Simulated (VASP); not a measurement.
**Al: single point with HSE06+D3(BJ)**

Al:

```
Al
1.0
    -1.58054    1.58054    1.58054
     1.58054   -1.58054    1.58054
     1.58054    1.58054   -1.58054
Al
1
Cartesian
  0.0000 0.0000 0.0000
```

This isn't the form of Al at room conditions, which is fcc.

```json
{"Program": "VASP 6.6.1", "Task": "single point", "Functional": "HSE06", "Dispersion": "D3(BJ)", "Potentials or basis": "VASP PAW PBE potentials, release 64 (Al)", "Cutoff": "520 eV", "k mesh": "8 × 8 × 8", "Occupations": "methfessel-paxton, width 0.1 eV", "Spin": "no spin polarisation", "Dipole correction": "no", "Grid for exact exchange (PRECFOCK)": "Normal", "Further INCAR settings": "ALGO = Normal; EDIFF = 1e-07; NBANDS = 8", "Share of exact exchange": "0.25", "Screening parameter": "0.2079 1/Å"}
```

- Pressure: 0.3 GPa
- Band gap on the k mesh: zero (an odd number of electrons rules out a gap without spin polarisation)
- Dispersion energy per atom: -0.452 eV

Levels at points of the mesh, in eV from the Fermi level:
```
           k point  band 1  band 2  band 3  band 4
(0.00, 0.00, 0.00)  -13.25   14.48   14.48   14.48
(0.50, 0.00, 0.00)   -5.37   -4.66    9.02    9.16
(0.50, 0.50, 0.50)    3.41    3.41    3.41    4.36
```

It took 5.1 min on 1 thread of AMD EPYC 7R13 Processor (Zen 3), on a shared host, peak memory 0.21 GiB.

Caveat: three body term missing; the PAW data sets were made with another functional, which shifts forces and pressure a little.
